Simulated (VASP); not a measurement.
# C (P6/mmm) in VASP: a series of runs, part 2 of 3

VASP 6.6.1. Earlier steps stand in the parts before.

## Step 5: Relaxation of cell and atoms, PBE, target pressure 49 GPa, at which the enthalpy is minimised

This run uses another cell than the first one: it holds 1 atom, not 3.

The input, INCAR:

```
  PREC = Accurate
  ENCUT = 600
  EDIFF = 1E-6
  ISMEAR = -1
  SIGMA = 0.08
  LREAL = F
  LASPH = T
  NELM = 80
  ALGO = Normal
  ISIF = 3
  LWAVE = F
  LCHARG = F
  GGA = PE
  IBRION = 2
  NSW = 60
  EDIFFG = -0.005
  PSTRESS = 490.0
```

The input, KPOINTS:

```
regular mesh
0
Gamma
  23 23 21
```

The input, POSCAR:

```
C
1.0
    1.9482117054      0.0000000000      0.0000000000
   -0.9741058527      1.6872008288      0.0000000000
    0.0000000000      0.0000000000      1.8313190031
C
1
Direct
    0.0000000000      0.0000000000      0.0000000000
```

Potentials or basis: VASP PAW PBE potentials, release 64 (C).

Command:

```bash
cat potpaw_PBE.64/C/POTCAR > POTCAR
mpirun -np 1 vasp_std > vasp.out
```

OUTCAR:

```text
PREC = Accurate
   ENCUT = 600
   EDIFF = 1E-6
   ISMEAR = -1
   LREAL = F
   LASPH = T
   NELM = 80
   ISIF = 3
   GGA = PE
   IBRION = 2
   NSW = 60
   EDIFFG = -0.005
   PSTRESS = 490.0

 ion  position               nearest neighbor table
   1  0.000  0.000  0.000-

  LATTYP: Found a hexagonal cell.
 ALAT       =     1.9482117054
 C/A-ratio  =     0.9400000000

  Lattice vectors:

 A1 = (   1.9482117054,   0.0000000000,   0.0000000000)
 A2 = (  -0.9741058527,   1.6872008288,   0.0000000000)
 A3 = (   0.0000000000,   0.0000000000,   1.8313190031)

Analysis of symmetry for initial positions (statically):
=====================================================================
 Subroutine PRICEL returns:
 Original cell was already a primitive cell.

 Routine SETGRP: Setting up the symmetry group for a
 hexagonal supercell.

 Subroutine GETGRP returns: Found 24 space group operations
 (whereof 24 operations were pure point group operations)
 out of a pool of 24 trial point group operations.

The static configuration has the point symmetry D_6h.

Analysis of symmetry for dynamics (positions and initial velocities):
=====================================================================
 Subroutine PRICEL returns:
 Original cell was already a primitive cell.

 Routine SETGRP: Setting up the symmetry group for a
 hexagonal supercell.

 Subroutine GETGRP returns: Found 24 space group operations
 (whereof 24 operations were pure point group operations)
 out of a pool of 24 trial point group operations.

The dynamic configuration has the point symmetry D_6h.

 Subroutine INISYM returns: Found 24 space group operations
 (whereof 24 operations are pure point group operations),
 and found     1 'primitive' translations

----------------------------------------------------------------------------------------

                                     Primitive cell

  volume of cell :       6.0196

  direct lattice vectors                    reciprocal lattice vectors
     1.948211705  0.000000000  0.000000000     0.513291239  0.296348835  0.000000000
    -0.974105853  1.687200829  0.000000000     0.000000000  0.592697670  0.000000000
     0.000000000  0.000000000  1.831319003     0.000000000  0.000000000  0.546054510

  length of vectors
     1.948211705  1.948211705  1.831319003     0.592697670  0.592697670  0.546054510

  position of ions in fractional coordinates (direct lattice)
     0.000000000  0.000000000  0.000000000

  ion indices of the primitive-cell ions
   primitive index   ion index
                 1           1

----------------------------------------------------------------------------------------

 KPOINTS: regular mesh

Automatic generation of k-mesh.
 Grid dimensions read from file:
 generate k-points for:   23   23   21

 Generating k-lattice:

  Cartesian coordinates                     Fractional coordinates (reciprocal lattice)
     0.022317010  0.012884732  0.000000000     0.043478261 -0.000000000  0.000000000
     0.000000000  0.025769464  0.000000000     0.000000000  0.043478261  0.000000000
     0.000000000  0.000000000  0.026002596     0.000000000  0.000000000  0.047619048
[... 49 lines left out ...]
   ISTART =      0    job   : 0-new  1-cont  2-samecut
   ICHARG =      2    charge: 1-file 2-atom 10-const
   ISPIN  =      1    spin polarized calculation?
   LNONCOLLINEAR =      F non collinear calculations
   LSORBIT =      F    spin-orbit coupling
   LASPH  =      T    aspherical Exc in radial PAW
   ENCUT  =  600.0 eV  44.10 Ry    6.64 a.u.   3.89  3.89  3.66*2*pi/ulx,y,z
   NELM   =     80;   NELMIN=  2; NELMDL= -5     # of ELM steps
   EDIFF  = 0.1E-05   stopping-criterion for ELM
   LREAL  =      F    real-space projection
   EDIFFG = -.5E-02   stopping-criterion for IOM
   NSW    =     60    number of steps for IOM
   IBRION =      2    ionic relax: 0-MD 1-quasi-New 2-CG
   NFREE  =      1    steps in history (QN), initial steepest desc. (CG)
   ISIF   =      3    stress and relaxation
   ISYM   =      2    0-nonsym 1-usesym 2-fastsym
   POTIM  = 0.5000    time-step for ionic-motion
   TEBEG  =    0.0;   TEEND  =   0.0 temperature during run
   PSTRESS=  490.0 pullay stress
   NELECT =       4.0000    total number of electrons
   NUPDOWN=      -1.0000    fix difference up-down
   EMIN   =  10.00;   EMAX   =-10.00  energy-range for DOS
   EFERMI =   0.00;   METHOD = LEGACY
   ISMEAR =    -1;   SIGMA  =   0.08  broadening in eV -4-tet -1-fermi 0-gaus
   EFERMI_NEDOS =   21; number of points for ismear=-14 and -15
   IALGO  =     38    algorithm
   IMIX   =      4    mixing-type and parameters
     AMIX     =   0.40;   BMIX     =  1.00
     AMIX_MAG =   1.60;   BMIX_MAG =  1.00
  volume/ion in A,a.u.               =       6.02        40.62
  Fermi-wavevector in a.u.,A,eV,Ry     =   1.428584  2.699633 27.767489  2.040853
  Thomas-Fermi vector in A             =   2.548630
   LORBIT       =      0    0 simple, 1 ext, 2 COOP (PROOUT), +10 PAW based schemes
   GGA     = PE    functional components
   LHFCALC =     F    Hartree Fock is set to
   AEXX    =    0.0000 exact exchange contribution
   IVDW    =     0    specifies the selected vdW correction
   LEPSILON=     F    determine dielectric tensor
   LRPA    =     F    only Hartree local field effects (RPA)
 conjugate gradient relaxation of ions
 non-spin polarized calculation
  energy-cutoff  :      600.00
  volume of cell :        6.02
 maximum number of plane-waves:       210
 NGX is ok and might be reduce to    16

--------------------------------------- Ionic step        1  -------------------------------------------

 number of electron       4.0000000 magnetization

 Free energy of the ion-electron system (eV)
  ---------------------------------------------------
  ext. energy  EPLUGINS =         0.00000000
  ---------------------------------------------------
  free energy    TOTEN  =        -5.95094328 eV

  energy without entropy =       -5.94443487  energy(sigma->0) =       -5.94768908

------------------------ aborting loop because EDIFF is reached ----------------------------------------

  FORCE on cell =-STRESS in cart. coord.  units (eV):
  Direction    XX          YY          ZZ          XY          YZ          ZX
  --------------------------------------------------------------------------------------
  -------------------------------------------------------------------------------------
  Total        0.2436812      0.2436812     -2.9847271      0.0000000      0.0000000      0.0000000
  in kB       64.8583207     64.8583207   -794.4165434      0.0000000      0.0000000      0.0000000
  external PRESSURE =    -711.5666340 kB  Pullay stress =     490.0000000 kB
[... 94 lines left out ...]
  energy  without entropy=       -6.1044130755  energy(sigma->0) =       -6.10577522

  enthalpy is  TOTEN    =        -4.6388233631 eV   P V=        1.4683140111

[... ionic steps 4 to 8 ...]

--------------------------------------- Ionic step        9  -------------------------------------------

 number of electron       4.0000000 magnetization

------------------------ aborting loop because EDIFF is reached ----------------------------------------
[... 69 lines left out ...]
--------------------------------------- Ionic step       11  -------------------------------------------

 number of electron       4.0000000 magnetization

 Free energy of the ion-electron system (eV)
  ---------------------------------------------------
  ext. energy  EPLUGINS =         0.00000000
  ---------------------------------------------------
  free energy    TOTEN  =        -6.20909948 eV

  energy without entropy =       -6.20535685  energy(sigma->0) =       -6.20722817

 E-fermi :  12.7814     XC(G=0): -14.4535

 val. band max:       12.7567302619   @ k =   0.1739   0.1304   0.0476
 cond. band min:      12.8153335343   @ k =   0.4348   0.1304   0.0952
 fundamental gap:      0.0586032723
 Fermi energy:        12.7814196609

 k-point     1 :       0.0000    0.0000    0.0000
  band No.  band energies     occupation
      1     -11.1539      2.00000
      2      20.8114      0.00000
      3      20.8114      0.00000
      4      30.2242      0.00000
      5      41.2719      0.00000
      6      44.2259      0.00000
[... 199 lines left out ...]
 k-point    24 :       0.0870    0.0870    0.0000
  band No.  band energies     occupation
      1     -10.1441      2.00000
      2      17.3462      0.00000
      3      19.0481      0.00000
      4      30.7274      0.00000
      5      38.3831      0.00000
      6      42.9974      0.00000

 [... further k-points ...]

------------------------ aborting loop because EDIFF is reached ----------------------------------------

  FORCE on cell =-STRESS in cart. coord.  units (eV):
  Direction    XX          YY          ZZ          XY          YZ          ZX
  --------------------------------------------------------------------------------------
  -------------------------------------------------------------------------------------
  Total        1.5232159      1.5232159      1.5195216      0.0000000     -0.0000000      0.0000000
  in kB      489.7261578    489.7261577    488.5384087      0.0000000     -0.0000000      0.0000000
  external PRESSURE =      -0.6697586 kB  Pullay stress =     490.0000000 kB
[... 20 lines left out ...]
  energy  without entropy=       -6.2053568498  energy(sigma->0) =       -6.20722817

  enthalpy is  TOTEN    =        -4.6850318530 eV   P V=        1.5240676318

 reached required accuracy - stopping structural energy minimisation
```

Run time: 2 min. Hardware: 1 thread of AMD EPYC 7R13, shared host; peak memory 0.1 GiB.

Results:

```yaml
Free_energy: -6.2091 eV
Relaxed_volume: 4.98 Å³/atom
Relaxed_cell: a = 1.929 Å, b = 1.929 Å, c = 1.546 Å, α = 90.00°, β = 90.00°, γ = 120.00°
Space_group_after_relaxing_to_0.1_Å: P6/mmm (No. 191)
Energy_change_on_relaxing_the_run_minimises_the_enthalpy: -258.2 meV/atom
Ionic_steps: 11
Pressure_after_relaxing: 48.9 GPa
Band_gap_on_the_k_mesh: zero (bands 2 and 3 overlap by 16.92 eV)
```

The path:
```csv
step,energy change (eV),largest force (eV/Å),pressure (GPa),volume (Å³)
1,0.0000,0.0000,-22.16,6.02
2,0.6837,0.0000,262.33,3.93
3,-0.1562,0.0000,59.29,4.80
4,-0.1496,0.0000,62.49,4.78
5,-0.2286,0.0000,60.83,4.91
6,-0.2249,0.0000,60.10,4.89
7,-0.2255,0.0000,60.15,4.89
8,-0.2917,0.0000,34.43,5.11
9,-0.2570,0.0000,49.07,4.98
10,-0.2594,0.0000,48.80,4.99
11,-0.2582,0.0000,48.93,4.98
```

Final structure:
```
C
1.0
     1.92949    0.00000    0.00000
    -0.96475    1.67099    0.00000
     0.00000    0.00000    1.54562
C
1
Direct
  0.00000 0.00000 0.00000
```

Levels at points of the mesh, in eV from the Fermi level:
```
           k point  band 1  band 2  band 3  band 4  band 5  band 6
(0.00, 0.00, 0.00)  -23.94    8.03    8.03   17.44   28.49   31.44
```

Caveat: the cell is relaxed towards a set pressure, so the run minimises the enthalpy, not the energy; the volume moved by over 15 % at a fixed basis, so the end points are rough.

## Step 6: Relaxation of cell and atoms, PBE, target pressure 49 GPa, at which the enthalpy is minimised

This run uses another cell than the first one, of 5.87 Å³/atom.

The input, INCAR:

```
SYSTEM = C
PREC     = Accurate       ! precision mode
ENCUT    = 600            ! plane-wave cutoff, eV
EDIFF    = 1E-7           ! SCF threshold, eV
ISMEAR   = -1             ! smearing method
SIGMA    = 0.08           ! smearing width, eV
LREAL    = .False.        ! projectors in reciprocal space
LASPH    = .True.         ! aspherical terms in the spheres
NELM     = 80             ! most SCF steps
ALGO     = Normal         ! electronic algorithm
ISIF     = 3              ! what is computed and relaxed
LWAVE    = .False.        ! write WAVECAR
LCHARG   = .False.        ! write CHGCAR
GGA      = PE             ! functional
IBRION   = 2              ! ionic algorithm
NSW      = 60             ! ionic steps
EDIFFG   = -0.005         ! ionic threshold
PSTRESS  = 490.0
```

The input, KPOINTS:

```
regular mesh
0
Gamma
  12 12 16
  0 0 0
```

The input, POSCAR:

```
C
1.0
    3.2010641664      0.0000000000      0.0000000000
   -1.6005320832      2.7722028872      0.0000000000
    0.0000000000      0.0000000000      1.9846597831
C
3
Direct
    0.0000000000      0.0000000000      0.0000000000
    0.3333333333      0.6666666667      0.5000000000
    0.6666666667      0.3333333333      0.5000000000
```

Potentials or basis: VASP PAW PBE potentials, release 64 (C).

Command:

```bash
cat potpaw_PBE.64/C/POTCAR > POTCAR
mpirun -np 1 vasp_std > vasp.out
```

Run time: 10 min. Hardware: 1 thread of AMD EPYC 7R13, shared host; peak memory 0.13 GiB.

Results (log left out):

```yaml
Free_energy: -22.4028 eV
Relaxed_volume: 7.06 Å³/atom
Relaxed_cell: a = 4.406 Å, b = 4.406 Å, c = 1.260 Å, α = 90.00°, β = 90.00°, γ = 120.00°
Space_group_after_relaxing_to_0.1_Å: P6/mmm (No. 191)
Energy_change_on_relaxing_the_run_minimises_the_enthalpy: -2578.8 meV/atom
Ionic_steps: 30
Pressure_after_relaxing: 49.0 GPa
Band_gap_on_the_k_mesh: zero (bands 6 and 7 overlap by 18.04 eV)
```

Stress tensor (GPa, compression positive):
```
49.04  0.00  0.00
 0.00 49.04  0.00
 0.00  0.00 48.89
```

Step by step:
```
step  energy change (eV)  largest force (eV/Å)  pressure (GPa)  volume (Å³)
   1              0.0000                0.0000           29.24        17.61
   2              0.4256                0.0000           68.19        15.82
   3              0.3257                0.0000           60.04        16.13
   4              0.2180                0.0000           67.00        15.79
   5             -0.0167                0.0000           81.57        15.28
   6             -0.4194                0.0000          142.93        14.02
   7             34.2205                0.0000         1496.47        10.39
   8             -0.4413                0.0000          151.62        13.93
   9             -0.5631                0.0000          238.65        13.29
  10              4.8351                0.0000          604.86        11.95
  11             -0.5154                0.0000          266.38        13.14
  12             -0.4324                0.0000          282.78        13.05
  13             -1.1334                0.0000          247.76        13.47
  14             -2.8291                0.0000          160.30        14.77
  15             -4.7427                0.0000           46.40        17.62
  16             -5.5775                0.0000           52.15        18.10
  17             -7.0826                0.0000           78.15        19.47
  18             -7.1088                0.0000           80.81        19.56
  19             -7.4675                0.0000           63.10        20.40
  20             -7.7640                0.0000           47.01        21.27
  21             -7.7335                0.0000           48.76        21.17
  22             -7.7233                0.0000           49.34        21.14
  23             -7.7246                0.0000           49.40        21.14
  24             -7.7265                0.0000           49.49        21.15
  25             -7.7303                0.0000           49.66        21.16
  26             -7.7278                0.0000           49.54        21.15
  27             -7.7302                0.0000           49.38        21.16
  28             -7.7361                0.0000           48.97        21.18
  29             -7.7359                0.0000           48.99        21.18
  30             -7.7363                0.0000           48.99        21.18
```

Final structure:
```
CELL_PARAMETERS angstrom
4.40591 0.00000 0.00000
-2.20296 3.81563 0.00000
0.00000 0.00000 1.25995
ATOMIC_POSITIONS crystal
C 0.00000 0.00000 0.00000
C 0.33333 0.66667 0.50000
C 0.66667 0.33333 0.50000
```

Levels at points of the mesh, in eV from the Fermi level:
| k point | band 4 | band 5 | band 6 | band 7 | band 8 | band 9 |
| --- | --- | --- | --- | --- | --- | --- |
| (0.00, 0.00, 0.00) | -7.82 | -7.82 | -7.82 | -7.82 | -1.84 | -1.84 |
| (0.50, 0.00, 0.00) | -9.70 | -6.18 | -6.18 | -3.70 | -3.69 | -3.54 |
| (0.00, 0.00, 0.50) | 7.08 | 8.74 | 10.22 | 10.22 | 10.83 | 11.06 |
| (0.50, 0.00, 0.50) | 7.53 | 8.48 | 8.52 | 9.72 | 10.88 | 11.18 |

Caveat: the cell is relaxed towards a set pressure, so the run minimises the enthalpy, not the energy; the volume moved by over 15 % at a fixed basis, so the end points are rough.

[end of part 2 of 3]

The gap in the log of VASP goes by the Fermi energy; the results here count the filled bands.